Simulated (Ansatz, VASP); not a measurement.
BN in VASP and in Ansatz

POSCAR

```
BN
1.0
    0.0000000000      1.8048245542      1.8048245542
    1.7678256509      0.0000000000      1.8048245542
    1.7678256509      1.8048245542      0.0000000000
B N
1 1
Direct
    0.0000000000      0.0000000000      0.0000000000
    0.2500000000      0.2500000000      0.2500000000
```

Contents of INCAR.step1:

```
  PREC = Accurate
  ENCUT = 520
  ISMEAR = 0
  SIGMA = 0.01
  LREAL = False
  LASPH = True
  NELM = 80
  NBANDS = 11
  GGA = PE
  ALGO = Normal
  EDIFF = 1E-4
  LWAVE = True
  LCHARG = False
```

Contents of INCAR.step2:

```
  PREC = Accurate
  ENCUT = 520
  EDIFF = 1E-6
  ISMEAR = 0
  SIGMA = 0.01
  LREAL = False
  LASPH = True
  NELM = 80
  ALGO = Normal
  ISIF = 2
  LWAVE = False
  LCHARG = False
  METAGGA = R2SCAN
  LMIXTAU = True
  NBANDS = 11
  ISTART = 1
```

The input KPOINTS:

```
Automatic mesh
0
Gamma
  12 12 12
```

Input for Ansatz:

```yaml
crystal:
  lattice:
    - [0.0, 1.8048245542, 1.8048245542]
    - [1.7678256509, 0.0, 1.8048245542]
    - [1.7678256509, 1.8048245542, 0.0]
  atoms:
    - { symbol: B, position: [0.0, 0.0, 0.0] }
    - { symbol: "N", position: [0.25, 0.25, 0.25] }
kpoints:
  mp_grid: { grid: [12, 12, 12] }
  band_path:
    path:
      - [0.0, 0.0, 0.0]
      - [-0.5, -0.5, 0.0]
      - [-0.375, -0.375, 0.25]
      - [-0.375, 0.0, 0.375]
      - [0.0, 0.0, 0.5]
      - [-0.5, -0.25, 0.25]
      - [0.0, 0.5, 0.5]
    npoints: 1
hamiltonian:
  xc: r2scan
scf:
  occupations: { method: fixed }
  n_extra_bands: 4
output:
  forces: true
  stress: true
  eigenvalues: true
```

Change from the starting cell: uniaxial_x strain -2.0%.

Alike in both runs: task single point; functional r2SCAN; k mesh 12 × 12 × 12; no spin polarisation.

```csv
,VASP,Ansatz
version,VASP 6.6.1,Ansatz 0.2.0
potentials or method,"VASP PAW PBE potentials, release 64 (B, N)","plane waves, PAW"
plane-wave cutoff (eV),520,500
occupations,"gaussian, width 0.01 eV",fixed
valence electrons in the cell,8,8
```

|  | VASP | Ansatz | Ansatz less VASP |
| --- | --- | --- | --- |
| gap on the k mesh at the Fermi level (eV) | 4.62 | 4.65 | +0.023 |
| pressure (GPa) | 9.7 | 8.5 | -1.20 |
| traceless stress, the component that is largest in VASP (GPa) | 8.83 | 8.85 | +0.024 |

VASP's potentials were made for PBE, not for r2SCAN.
